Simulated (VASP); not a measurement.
Here is a VASP 6.6.1 calculation.

The input INCAR:

```
SYSTEM = ScF3
ALGO = Normal ; EDIFF = 1E-7
ENCUT = 520 ; ISIF = 2
ISMEAR = 0 ; LASPH = .TRUE.
LCHARG = .FALSE. ; LREAL = .FALSE.
LWAVE = .FALSE. ; NBANDS = 24
NELM = 60 ; PREC = Accurate
SIGMA = 0.05
```

File KPOINTS:

```
k-points
0
G
  6 6 6
  0 0 0
```

The input POSCAR:

```
ScF3
1.0
    4.3334460000      0.0000000000      0.0000000000
    0.0000000000      4.3334460000      0.0000000000
    0.0000000000      0.0000000000      3.6914540000
Sc F
1 3
Direct
    0.0000000000      0.0000000000      0.0000000000
    0.5000000000      0.0000000000      0.0000000000
    0.0000000000      0.5000000000      0.0000000000
    0.0000000000      0.0000000000      0.5000000000
```

Potentials or basis: VASP PAW LDA potentials, release 64 (Sc_sv, F).

Run with:

```sh
$ cat potpaw_LDA.64/Sc_sv/POTCAR potpaw_LDA.64/F/POTCAR > POTCAR
$ mpirun -np 1 vasp_std > vasp.out
```

Q: Predict the band gap on the k mesh.

A: 5.25 eV, indirect (least direct gap 5.60 eV).

Q: Predict the pressure.

A: -3.0 GPa.

Stress tensor (GPa, compression positive):
```
-15.95   0.00   0.00
  0.00 -15.95   0.00
  0.00   0.00  22.83
```

Caveat: the cell differs from its parent crystal (strain +0.080 along x and y, -0.080 along z). A k mesh can miss the band edges.
